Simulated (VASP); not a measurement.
# Au (Fm-3m) in VASP: notebook

Au is run at these levels: PBEsol; tasks: single point, relaxation of cell and atoms.

Everything below comes from runs of VASP 6.6.1. Logs are shortened: lines on timing, memory, paths and dates and some standing lists are left out, and cuts for length are marked.

### 1 The cell of the first run

The structure is cubic, space group Fm-3m (No. 225). The conventional cell has a = 4.109 Å, b = 4.109 Å, c = 4.109 Å, α = 90.00°, β = 90.00°, γ = 90.00°. Au (site symmetry m-3m) has 12 Au at 2.91 Å within 3.8 Å.

### 2 Single point, PBEsol

File INCAR:

```
ALGO = Normal
EDIFF = 1E-7
ENCUT = 520
GGA = PS
ISIF = 2
ISMEAR = 0
LASPH = T
LCHARG = F
LREAL = F
LWAVE = F
NBANDS = 12
NELM = 60
PREC = Accurate
SIGMA = 0.1
```

File KPOINTS:

```
k-points
0
Gamma
  18 18 18
```

File POSCAR:

```
Au
1.0
    0.0000000000      2.0544742547      2.0544742547
    2.0544742547      0.0000000000      2.0544742547
    2.0544742547      2.0544742547      0.0000000000
Au
1
Direct
    0.0000000000      0.0000000000      0.0000000000
```

Potentials or basis: VASP PAW PBE potentials, release 64 (Au).

Launch:

```console
$ cat potpaw_PBE.64/Au/POTCAR > POTCAR
$ mpirun -np 1 vasp_std > vasp.out
```

OUTCAR:

```text
EDIFF = 1E-7
   ENCUT = 520
   GGA = PS
   ISIF = 2
   ISMEAR = 0
   LASPH = T
   LREAL = F
   NELM = 60
   PREC = Accurate

 ion  position               nearest neighbor table
   1  0.000  0.000  0.000-

  LATTYP: Found a face centered cubic cell.
 ALAT       =     4.1089485094

  Lattice vectors:

 A1 = (   0.0000000000,   2.0544742547,   2.0544742547)
 A2 = (   2.0544742547,   0.0000000000,   2.0544742547)
 A3 = (   2.0544742547,   2.0544742547,   0.0000000000)

Analysis of symmetry for initial positions (statically):
=====================================================================
 Subroutine PRICEL returns:
 Original cell was already a primitive cell.

 Routine SETGRP: Setting up the symmetry group for a
 face centered cubic supercell.

 Subroutine GETGRP returns: Found 48 space group operations
 (whereof 48 operations were pure point group operations)
 out of a pool of 48 trial point group operations.

The static configuration has the point symmetry O_h .

Analysis of symmetry for dynamics (positions and initial velocities):
=====================================================================
 Subroutine PRICEL returns:
 Original cell was already a primitive cell.

 Routine SETGRP: Setting up the symmetry group for a
 face centered cubic supercell.

 Subroutine GETGRP returns: Found 48 space group operations
 (whereof 48 operations were pure point group operations)
 out of a pool of 48 trial point group operations.

The dynamic configuration has the point symmetry O_h .

 Subroutine INISYM returns: Found 48 space group operations
 (whereof 48 operations are pure point group operations),
 and found     1 'primitive' translations

----------------------------------------------------------------------------------------

                                     Primitive cell

  volume of cell :      17.3433

  direct lattice vectors                    reciprocal lattice vectors
     0.000000000  2.054474255  2.054474255    -0.243371266  0.243371266  0.243371266
     2.054474255  0.000000000  2.054474255     0.243371266 -0.243371266  0.243371266
     2.054474255  2.054474255  0.000000000     0.243371266  0.243371266 -0.243371266

  length of vectors
     2.905465355  2.905465355  2.905465355     0.421531398  0.421531398  0.421531398

  position of ions in fractional coordinates (direct lattice)
     0.000000000  0.000000000  0.000000000

  ion indices of the primitive-cell ions
   primitive index   ion index
                 1           1

----------------------------------------------------------------------------------------

 KPOINTS: k-points

Automatic generation of k-mesh.
 Grid dimensions read from file:
 generate k-points for:   18   18   18

 Generating k-lattice:

  Cartesian coordinates                     Fractional coordinates (reciprocal lattice)
    -0.013520626  0.013520626  0.013520626     0.055555556  0.000000000  0.000000000
     0.013520626 -0.013520626  0.013520626     0.000000000  0.055555556  0.000000000
     0.013520626  0.013520626 -0.013520626     0.000000000  0.000000000  0.055555556

  Length of vectors
     0.023418411  0.023418411  0.023418411

  Shift w.r.t. Gamma in fractional coordinates (k-lattice)
     0.000000000  0.000000000  0.000000000

 Subroutine IBZKPT returns following result:
 ===========================================

 Found    195 irreducible k-points:

 Following reciprocal coordinates:
            Coordinates               Weight
  0.000000  0.000000  0.000000      1.000000
  0.055556  0.000000  0.000000      8.000000
  0.111111  0.000000  0.000000      8.000000
  0.166667  0.000000  0.000000      8.000000
  0.222222  0.000000  0.000000      8.000000
  0.277778  0.000000  0.000000      8.000000
[... 16 lines left out ...]
 -0.277778  0.055556  0.000000     24.000000
 -0.222222  0.055556  0.000000     24.000000
 [... further k-points ...]
   k-points           NKPTS =    195   k-points in BZ     NKDIM =    195   number of bands    NBANDS=     12
   number of dos      NEDOS =    301   number of ions     NIONS =      1
   total plane-waves  NPLWV =  13824
   dimension x,y,z NGX =    24 NGY =   24 NGZ =   24
   dimension x,y,z NGXF=    48 NGYF=   48 NGZF=   48
   ions per type =               1
   NGX,Y,Z   is equivalent  to a cutoff of  13.73, 13.73, 13.73 a.u.
   NGXF,Y,Z  is equivalent  to a cutoff of  27.46, 27.46, 27.46 a.u.
 SYSTEM =  unknown system
   PREC   = accura    normal or accurate (medium, high low for compatibility)
   ISTART =      0    job   : 0-new  1-cont  2-samecut
   ICHARG =      2    charge: 1-file 2-atom 10-const
   ISPIN  =      1    spin polarized calculation?
   LNONCOLLINEAR =      F non collinear calculations
   LSORBIT =      F    spin-orbit coupling
   LASPH  =      T    aspherical Exc in radial PAW
   ENCUT  =  520.0 eV  38.22 Ry    6.18 a.u.   5.40  5.40  5.40*2*pi/ulx,y,z
   NELM   =     60;   NELMIN=  2; NELMDL= -5     # of ELM steps
   EDIFF  = 0.1E-06   stopping-criterion for ELM
   LREAL  =      F    real-space projection
   EDIFFG = 0.1E-05   stopping-criterion for IOM
   NSW    =      0    number of steps for IOM
   IBRION =     -1    ionic relax: 0-MD 1-quasi-New 2-CG
   NFREE  =      0    steps in history (QN), initial steepest desc. (CG)
   ISIF   =      2    stress and relaxation
   ISYM   =      2    0-nonsym 1-usesym 2-fastsym
   POTIM  = 0.5000    time-step for ionic-motion
   TEBEG  =    0.0;   TEEND  =   0.0 temperature during run
   PSTRESS=    0.0 pullay stress
   NELECT =      11.0000    total number of electrons
   NUPDOWN=      -1.0000    fix difference up-down
   EMIN   =  10.00;   EMAX   =-10.00  energy-range for DOS
   EFERMI =   0.00;   METHOD = LEGACY
   ISMEAR =     0;   SIGMA  =   0.10  broadening in eV -4-tet -1-fermi 0-gaus
   EFERMI_NEDOS =   21; number of points for ismear=-14 and -15
   IALGO  =     38    algorithm
   IMIX   =      4    mixing-type and parameters
     AMIX     =   0.40;   BMIX     =  1.00
     AMIX_MAG =   1.60;   BMIX_MAG =  1.00
  volume/ion in A,a.u.               =      17.34       117.04
  Fermi-wavevector in a.u.,A,eV,Ry     =   1.406571  2.658034 26.918341  1.978442
  Thomas-Fermi vector in A             =   2.528918
   LORBIT       =      0    0 simple, 1 ext, 2 COOP (PROOUT), +10 PAW based schemes
   GGA     = PS    functional components
   LHFCALC =     F    Hartree Fock is set to
   AEXX    =    0.0000 exact exchange contribution
   IVDW    =     0    specifies the selected vdW correction
   LEPSILON=     F    determine dielectric tensor
   LRPA    =     F    only Hartree local field effects (RPA)
 non-spin polarized calculation
 Gauss-broadening in eV      SIGMA  =   0.10
  energy-cutoff  :      520.00
  volume of cell :       17.34
 maximum number of plane-waves:       487
 NGX is ok and might be reduce to    24
   NGX = 11   NGY = 11   NGZ = 11

 number of electron      11.0000001 magnetization

 Free energy of the ion-electron system (eV)
  ---------------------------------------------------
  ext. energy  EPLUGINS =         0.00000000
  ---------------------------------------------------
  free energy    TOTEN  =        -3.92166558 eV

  energy without entropy =       -3.92029167  energy(sigma->0) =       -3.92097862

 E-fermi :   8.9484     XC(G=0): -12.7808

 val. band max:        8.9467375993   @ k =   0.5000   0.2778   0.1111
 cond. band min:       8.9544773127   @ k =   0.5000   0.1667   0.0556
 fundamental gap:      0.0077397133
 Fermi energy:         8.9484027881

 k-point     1 :       0.0000    0.0000    0.0000
  band No.  band energies     occupation
      1      -0.7476      2.00000
      2       4.4040      2.00000
      3       4.4040      2.00000
      4       4.4040      2.00000
      5       5.8876      2.00000
      6       5.8876      2.00000
      7      23.5096      0.00000
      8      27.4029      0.00000
      9      27.4029      0.00000
     10      27.4029      0.00000
     11      32.2135      0.00000
     12      36.6858      0.00000

 k-point     2 :       0.0556    0.0000    0.0000
  band No.  band energies     occupation
      1      -0.6413      2.00000
      2       4.3692      2.00000
      3       4.4406      2.00000
      4       4.4406      2.00000
      5       5.8708      2.00000
      6       5.8708      2.00000
      7      23.6332      0.00000
      8      26.6838      0.00000
      9      27.5261      0.00000
     10      27.5261      0.00000
     11      32.8134      0.00000
     12      35.3774      0.00000

 k-point     3 :       0.1111    0.0000    0.0000
  band No.  band energies     occupation
      1      -0.3308      2.00000
      2       4.2808      2.00000
      3       4.5361      2.00000
      4       4.5361      2.00000
      5       5.8368      2.00000
      6       5.8368      2.00000
      7      23.9003      0.00000
      8      25.2103      0.00000
      9      27.8725      0.00000
     10      27.8725      0.00000
     11      32.5189      0.00000
     12      34.7535      0.00000

 k-point     4 :       0.1667    0.0000    0.0000
  band No.  band energies     occupation
      1       0.1542      2.00000
      2       4.1884      2.00000
      3       4.6432      2.00000
      4       4.6432      2.00000
      5       5.8367      2.00000
      6       5.8367      2.00000
      7      23.0599      0.00000
      8      24.5819      0.00000
      9      28.3549      0.00000
     10      28.3549      0.00000
     11      31.1464      0.00000
     12      33.3203      0.00000

 k-point     5 :       0.2222    0.0000    0.0000
  band No.  band energies     occupation
      1       0.7432      2.00000
      2       4.1861      2.00000
      3       4.6899      2.00000
      4       4.6899      2.00000
      5       5.9433      2.00000
      6       5.9433      2.00000
      7      21.0733      0.00000
      8      24.6499      0.00000
      9      28.7234      0.00000
     10      28.7234      0.00000
     11      30.4975      0.00000
     12      32.1450      0.00000
[... 228 lines left out ...]
      1       1.8819      2.00000
      2       4.3990      2.00000
      3       4.4819      2.00000
      4       6.0464      2.00000
      5       6.7271      2.00000
      6       7.5127      2.00000
      7      14.0171      0.00000
      8      23.2894      0.00000
      9      25.5589      0.00000
     10      26.8281      0.00000
     11      32.7400      0.00000
     12      33.3520      0.00000

 k-point    22 :      -0.3333    0.0556    0.0000
  band No.  band energies     occupation
      1       1.7976      2.00000
      2       4.4903      2.00000
      3       4.5671      2.00000
      4       5.2016      2.00000
      5       6.4083      2.00000
      6       6.9790      2.00000
      7      16.0548      0.00000
      8      23.6777      0.00000
      9      26.0438      0.00000
     10      27.9376      0.00000
     11      31.6229      0.00000
     12      32.7103      0.00000

 k-point    23 :      -0.2778    0.0556    0.0000
  band No.  band energies     occupation
      1       1.5300      2.00000
      2       4.4350      2.00000
      3       4.6544      2.00000
      4       4.6688      2.00000
      5       6.0699      2.00000
      6       6.5862      2.00000
      7      18.2321      0.00000
      8      24.1535      0.00000
      9      26.7108      0.00000
     10      29.2863      0.00000
     11      30.4233      0.00000
     12      31.8750      0.00000

 k-point    24 :      -0.2222    0.0556    0.0000
  band No.  band energies     occupation
      1       1.0298      2.00000
      2       4.1392      2.00000
      3       4.7028      2.00000
      4       4.7402      2.00000
      5       5.7951      2.00000
      6       6.2638      2.00000
      7      20.4175      0.00000
      8      24.5345      0.00000
      9      27.3182      0.00000
     10      29.6526      0.00000
     11      30.1620      0.00000
     12      31.6371      0.00000

 [... further k-points ...]

------------------------ aborting loop because EDIFF is reached ----------------------------------------

  FORCE on cell =-STRESS in cart. coord.  units (eV):
  Direction    XX          YY          ZZ          XY          YZ          ZX
  --------------------------------------------------------------------------------------
  -------------------------------------------------------------------------------------
  Total       -0.3624048     -0.3624048     -0.3624048     -0.0000000     -0.0000000     -0.0000000
  in kB      -33.4789937    -33.4789937    -33.4789937     -0.0000000     -0.0000000     -0.0000000
  external PRESSURE =     -33.4789937 kB  Pullay stress =       0.0000000 kB

 VOLUME and BASIS-vectors are now :
 -----------------------------------------------------------------------------
  energy-cutoff  :      520.00
  volume of cell :       17.34
      direct lattice vectors                 reciprocal lattice vectors
     0.000000000  2.054474255  2.054474255    -0.243371266  0.243371266  0.243371266
     2.054474255  0.000000000  2.054474255     0.243371266 -0.243371266  0.243371266
     2.054474255  2.054474255  0.000000000     0.243371266  0.243371266 -0.243371266

 POSITION                                       TOTAL-FORCE (eV/Angst)
 -----------------------------------------------------------------------------------
      0.00000      0.00000      0.00000         0.000000      0.000000      0.000000
 -----------------------------------------------------------------------------------
    total drift:                               -0.000000      0.000000     -0.000000

  FREE ENERGIE OF THE ION-ELECTRON SYSTEM (eV)
  ---------------------------------------------------
  free  energy   TOTEN  =        -3.9216655808 eV

  energy  without entropy=       -3.9202916684  energy(sigma->0) =       -3.92097862
```

Wall time 15 s (1 thread of Intel Xeon Platinum 8559C (Emerald Rapids), shared host); peak memory 0.17 GiB.

What came out:

| Item | Value |
| --- | --- |
| Free energy | -3.9217 eV |
| Pressure | -3.3 GPa |

Caveat: the PAW data sets were made with another functional, which shifts forces and pressure a little; spin-orbit coupling is left out, which moves the levels of the heavy elements.

### 3 Relaxation of cell and atoms, PBEsol, target pressure 60 GPa, at which the enthalpy is minimised

This run uses another cell than the first one, of 13.92 Å³/atom, 0.803 times its volume.

File INCAR:

```
PREC = Accurate
ENCUT = 600
EDIFF = 1E-6
ISMEAR = 0
SIGMA = 0.1
LREAL = False
LASPH = True
NELM = 80
ALGO = Normal
ISIF = 3
LWAVE = False
LCHARG = False
GGA = PS
IBRION = 2
NSW = 70
EDIFFG = -0.008
PSTRESS = 600.0
```

File KPOINTS:

```
Automatic mesh
0
Gamma
  18 18 18
```

File POSCAR:

```
Au
1.0
    0.0000000000      1.9093185923      1.9093185923
    1.9093185923      0.0000000000      1.9093185923
    1.9093185923      1.9093185923      0.0000000000
Au
1
Direct
    0.0000000000      0.0000000000      0.0000000000
```

Potentials or basis: VASP PAW PBE potentials, release 64 (Au).

Launch:

```console
$ cat potpaw_PBE.64/Au/POTCAR > POTCAR
$ mpirun -np 1 vasp_std > vasp.out
```

OUTCAR:

```text
PREC = Accurate
   ENCUT = 600
   EDIFF = 1E-6
   ISMEAR = 0
   LREAL = False
   LASPH = True
   NELM = 80
   ISIF = 3
   GGA = PS
   IBRION = 2
   NSW = 70
   EDIFFG = -0.008
   PSTRESS = 600.0

 ion  position               nearest neighbor table
   1  0.000  0.000  0.000-

  LATTYP: Found a face centered cubic cell.
 ALAT       =     3.8186371846

  Lattice vectors:

 A1 = (   0.0000000000,   1.9093185923,   1.9093185923)
 A2 = (   1.9093185923,   0.0000000000,   1.9093185923)
 A3 = (   1.9093185923,   1.9093185923,   0.0000000000)

Analysis of symmetry for initial positions (statically):
=====================================================================
 Subroutine PRICEL returns:
 Original cell was already a primitive cell.

[... 255 lines left out ...]
 val. band max:       13.0457536606   @ k =  -0.2222   0.2778   0.1111
 cond. band min:      13.1355378421   @ k =   0.5000   0.3333   0.1667
 fundamental gap:      0.0897841815
 Fermi energy:        13.0836669523

 k-point     1 :       0.0000    0.0000    0.0000
  band No.  band energies     occupation
      1       0.7485      2.00000
      2       7.0615      2.00000
      3       7.0615      2.00000
      4       7.0615      2.00000
      5       9.2210      2.00000
      6       9.2210      2.00000
      7      26.9845      0.00000
      8      32.1450      0.00000
      9      32.1450      0.00000
[... 265 lines left out ...]
 k-point    24 :      -0.2222    0.0556    0.0000
  band No.  band energies     occupation
      1       2.8598      2.00000
      2       6.6308      2.00000
      3       7.4657      2.00000
      4       7.5262      2.00000
      5       9.0415      2.00000
      6       9.7338      2.00000
      7      25.7624      0.00000
      8      28.8672      0.00000
      9      33.5614      0.00000

 [... further k-points ...]

------------------------ aborting loop because EDIFF is reached ----------------------------------------

  FORCE on cell =-STRESS in cart. coord.  units (eV):
  Direction    XX          YY          ZZ          XY          YZ          ZX
  --------------------------------------------------------------------------------------
  -------------------------------------------------------------------------------------
  Total        5.2333452      5.2333452      5.2333452      0.0000000      0.0000000      0.0000000
  in kB      599.9278581    599.9278581    599.9278581      0.0000000      0.0000000      0.0000000
  external PRESSURE =      -0.0721419 kB  Pullay stress =     600.0000000 kB
[... 20 lines left out ...]
  energy  without entropy=       -3.4649247256  energy(sigma->0) =       -3.46583130

  enthalpy is  TOTEN    =         1.7672366871 eV   P V=        5.2339745531

 reached required accuracy - stopping structural energy minimisation
```

OSZICAR:

```text
N       E                     dE             d eps       ncg     rms          rms(c)
DAV:   1     0.510318438062E+02    0.51032E+02   -0.66131E+03  3614   0.127E+03
DAV:   2    -0.334025630949E+01   -0.54372E+02   -0.52317E+02  3650   0.230E+02
DAV:   3    -0.376065561670E+01   -0.42040E+00   -0.42010E+00  4198   0.212E+01
DAV:   4    -0.376162702323E+01   -0.97141E-03   -0.97139E-03  3948   0.103E+00
[... 19 lines left out ...]
DAV:   3    -0.346673063297E+01    0.29469E-02   -0.12817E-02  3646   0.112E+00    0.378E-01
DAV:   4    -0.346674072349E+01   -0.10091E-04   -0.41100E-04  3749   0.189E-01    0.333E-02
DAV:   5    -0.346673649304E+01    0.42305E-05   -0.61433E-06  3660   0.288E-02    0.257E-03
DAV:   6    -0.346673776713E+01   -0.12741E-05   -0.21422E-07  2210   0.393E-03    0.484E-04
DAV:   7    -0.346673786604E+01   -0.98911E-07   -0.18921E-08  1769   0.130E-03
   3 F= 0.17672367E+01 E0= 0.17681433E+01  d E =-.321872E-03
```

It took 22 s on 1 thread of Intel Xeon Platinum 8559C (Emerald Rapids), shared host; peak memory 0.18 GiB.

Results:

```
Free energy                                            : -3.4667 eV
Relaxed volume                                         : 13.98 Å³/atom
Relaxed cell                                           : a = 2.704 Å, b = 2.704 Å, c = 2.704 Å, α = 60.00°, β = 60.00°, γ = 60.00°
Space group after relaxing (to 0.05 Å)                 : Fm-3m (No. 225)
Energy change on relaxing (the enthalpy is what falls) : -21.1 meV/atom
Ionic steps                                            : 3
Pressure after relaxing                                : 60.0 GPa
```

The path:
| step | energy change (eV) | largest force (eV/Å) | pressure (GPa) | volume (Å³) |
| --- | --- | --- | --- | --- |
| 1 | 0.0000 | 0.0000 | 61.89 | 13.92 |
| 2 | -0.1175 | 0.0000 | 51.05 | 14.25 |
| 3 | -0.0211 | 0.0000 | 59.99 | 13.98 |

Final structure:
```xyz
1
Lattice="0.0000 1.9118 1.9118 1.9118 0.0000 1.9118 1.9118 1.9118 0.0000" Properties=species:S:1:pos:R:3 pbc="T T T"
Au    0.0000    0.0000    0.0000
```

Caveat: the cell is relaxed towards a set pressure, so the enthalpy falls and the energy may rise; the PAW data sets were made with another functional, which shifts forces and pressure a little; spin-orbit coupling is left out, which moves the levels of the heavy elements.
